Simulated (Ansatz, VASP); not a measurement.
## One calculation of MnO, two programs

```xyz
2
Lattice="1.5746 0.9091 2.5305 -1.5746 0.9091 2.5305 0.0000 -1.8182 2.5305" Properties=species:S:1:pos:R:3 pbc="T T T"
Mn    1.5746    0.9091    2.5305
O     0.0000    0.0000    3.7957
```

Alike in both runs: task single point; functional PBE; k mesh 5 × 5 × 5; occupations gaussian, width 0.05 eV; collinear spin; Hubbard terms Mn d U = 3.9 eV.

|  | VASP | Ansatz |
| --- | --- | --- |
| version | VASP 6.6.1 | Ansatz 0.2.0 |
| potentials or method | VASP PAW PBE potentials, release 64 (Mn_pv, O), cutoff 520 eV | scalar-relativistic, plane waves, PAW |
| valence electrons in the cell | 19 | 21 |

```tsv
	VASP	Ansatz	Ansatz less VASP
gap on the k mesh at the Fermi level (eV)	0.40	0.32	-0.078
least direct gap on the mesh (eV)	2.71	2.60	-0.110
pressure (GPa)	9.6	11.3	+1.71
traceless stress, the component that is largest in VASP (GPa)	1.62	1.58	-0.044
net moment per atom (μB)	2.50	2.50	0.000
size of the moment on the site where the two differ most (μB)	4.62	4.27	-0.351
```

Site moments also hang on the region over which each program counts them. The programs project onto different local orbitals, so the same U acts differently, and such runs can settle in different states. VASP's potentials hold 19 valence electrons a cell and Ansatz's 21, so a difference there can come from the potentials and not from the codes.

The k mesh is coarse, so the values compare programs but aren't converged.
